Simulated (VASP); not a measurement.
Wanted: the native input for a VASP 6.6.1 run.

```yaml
Task: single point
Functional: PBE
Potentials_or_basis: VASP PAW PBE potentials, release 64 (Zn, S)
Cutoff: 520 eV
k_mesh: 6 × 6 × 6
Occupations: gaussian, width 0.01 eV
Spin: no spin polarisation
Dipole_correction: no
Further_INCAR_settings: ALGO = Normal; EDIFF = 1e-06; NBANDS = 16
```

The structure of ZnS lies in POSCAR:

```
ZnS
1.0
    0.0000000000      2.6940955531      2.6940955531
    2.6940955531      0.0000000000      2.6940955531
    2.6940955531      2.6940955531      0.0000000000
Zn S
1 1
Direct
    0.2500000000      0.2500000000      0.2500000000
    0.0000000000      0.0000000000      0.0000000000
```

The input as run:

INCAR

```
SYSTEM = ZnS
ALGO = Normal
EDIFF = 1E-6
ENCUT = 520
GGA = PE
ISIF = 2
ISMEAR = 0
LASPH = .TRUE.
LCHARG = .FALSE.
LREAL = .FALSE.
LWAVE = .FALSE.
NBANDS = 16
NELM = 100
PREC = Accurate
SIGMA = 0.01
```

KPOINTS

```
k-points
0
G
  6 6 6
  0 0 0
```

Potentials or basis: VASP PAW PBE potentials, release 64 (Zn, S).

Run with:

```console
$ cat potpaw_PBE.64/Zn/POTCAR potpaw_PBE.64/S/POTCAR > POTCAR
$ mpirun -np 1 vasp_std > vasp.out
```

It gave:

* Pressure: 2.5 GPa
* Band gap on the k mesh: 2.15 eV, direct

Run time: 8.6 s on 1 thread of Intel(R) Xeon(R) Platinum 8375C CPU @ 2.90GHz (Ice Lake), on a shared host, peak memory 0.15 GiB.
